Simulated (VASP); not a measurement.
A run of VASP 6.6.1 is set up as follows.

Contents of INCAR:

```
ALGO = Normal ; EDIFF = 1E-6
ENCUT = 520 ; GGA = CA
ISIF = 2 ; ISMEAR = -1
ISPIN = 2 ; LASPH = T
LCHARG = F ; LMAXMIX = 4
LORBIT = 11 ; LREAL = F
LWAVE = F ; MAGMOM = 4 0
NBANDS = 20 ; NELM = 150
PREC = Accurate ; SIGMA = 0.05
```

KPOINTS

```
k-points
0
Gamma
  10 10 10
```

POSCAR

```
MnO
1.0
    0.0000000000      2.2239077028      2.2239077028
    2.2239077028      0.0000000000      2.2239077028
    2.2239077028      2.2239077028      0.0000000000
Mn O
1 1
Direct
    0.0000000000      0.0000000000      0.0000000000
    0.5000000000      0.5000000000      0.5000000000
```

Potentials or basis: VASP PAW LDA potentials, release 64 (Mn_pv, O).

The run is started by

```console
$ cat potpaw_LDA.64/Mn_pv/POTCAR potpaw_LDA.64/O/POTCAR > POTCAR
$ mpirun -np 1 vasp_std > vasp.out
```

**Question.** Predict the site moments.

**Answer.** Mn +4.11; O +0.18 μB.

**Question.** Estimate the pressure.

**Answer.** -17.8 GPa.

**Question.** Predict the net moment.

**Answer.** 4.52 μB per cell.

Caveat: a cell with one magnetic atom can't hold antiferromagnetic order, which such compounds often take.
